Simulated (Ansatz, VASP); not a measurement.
# Two plane-wave programs on In2Te2S

The input INCAR:

```
SYSTEM = In2Te2S
PREC = Accurate
ENCUT = 600
EDIFF = 1E-7
ISMEAR = 0
SIGMA = 0.1
LREAL = .FALSE.
LASPH = .TRUE.
NELM = 100
ALGO = Normal
ISIF = 3
LWAVE = .FALSE.
LCHARG = .FALSE.
GGA = PE
IBRION = 2
NSW = 100
EDIFFG = -0.01
```

The input KPOINTS:

```
Automatic mesh
0
G
  6 6 8
  0 0 0
```

Contents of POSCAR:

```
In2Te2S
1.0
    5.9207936910      0.0000000000      0.0000000000
    0.0000000000      5.9207936910      0.0000000000
    0.0000000000      0.0000000000      4.9288312908
In Te S
2 2 1
Direct
    0.5000000000      0.0000000000      0.0000000000
    0.0000000000      0.5000000000      0.0000000000
    0.0000000000      0.0000000000      0.0000000000
    0.5000000000      0.5000000000      0.5000000000
    0.0000000000      0.0000000000      0.5000000000
```

Input for Ansatz:

```yaml
crystal:
  lattice:
    - [5.920793691, 0.0, 0.0]
    - [0.0, 5.920793691, 0.0]
    - [0.0, 0.0, 4.9288312908]
  atoms:
    - { symbol: In, position: [0.5, 0.0, 0.0] }
    - { symbol: In, position: [0.0, 0.5, 0.0] }
    - { symbol: Te, position: [0.0, 0.0, 0.0] }
    - { symbol: Te, position: [0.5, 0.5, 0.5] }
    - { symbol: S, position: [0.0, 0.0, 0.5] }
basis:
  ecutwfc: 420
kpoints:
  mp_grid: { grid: [6, 6, 8] }
hamiltonian:
  xc: pbe
scf:
  occupations: { method: gaussian, width: 0.1 }
output:
  forces: true
  stress: true
  eigenvalues: true
  write_density: true
  write_potential: true
  elf: true
  volumetric_format: npy
relax:
  adjacent_minimum: "off"
  f_tol: 0.01
  max_steps: 80
  cell: { stress_tol: 0.05 }
```

Alike in both runs: task relaxation of cell and atoms; functional PBE; k mesh 6 × 6 × 8; occupations gaussian, width 0.1 eV; no spin polarisation.

|  | VASP | Ansatz |
| --- | --- | --- |
| version | VASP 6.6.1 | Ansatz 0.2.0 |
| potentials or method | VASP PAW PBE potentials, release 64 (In_d, Te, S), cutoff 600 eV | scalar-relativistic, plane waves, PAW |
| valence electrons in the cell | 44 | 64 |

VASP gave:

```
gap on the k mesh at the Fermi level, each at its own relaxed structure (eV) : none
relaxed volume (Å³/atom)                                                     : 34.58
relaxed cell length with the largest relative difference (Å)                 : 4.912
```

**Question.** What did Ansatz give for the same quantities?

**Answer.** gap on the k mesh at the Fermi level, each at its own relaxed structure (eV): none; relaxed volume (Å³/atom): 34.61; relaxed cell length with the largest relative difference (Å): 4.915.

A gap of «none» marks a metal or a gap that the smearing closes. VASP's potentials hold 44 valence electrons a cell and Ansatz's 64, so a difference there can come from the potentials and not from the codes.

Spin-orbit coupling is off throughout.
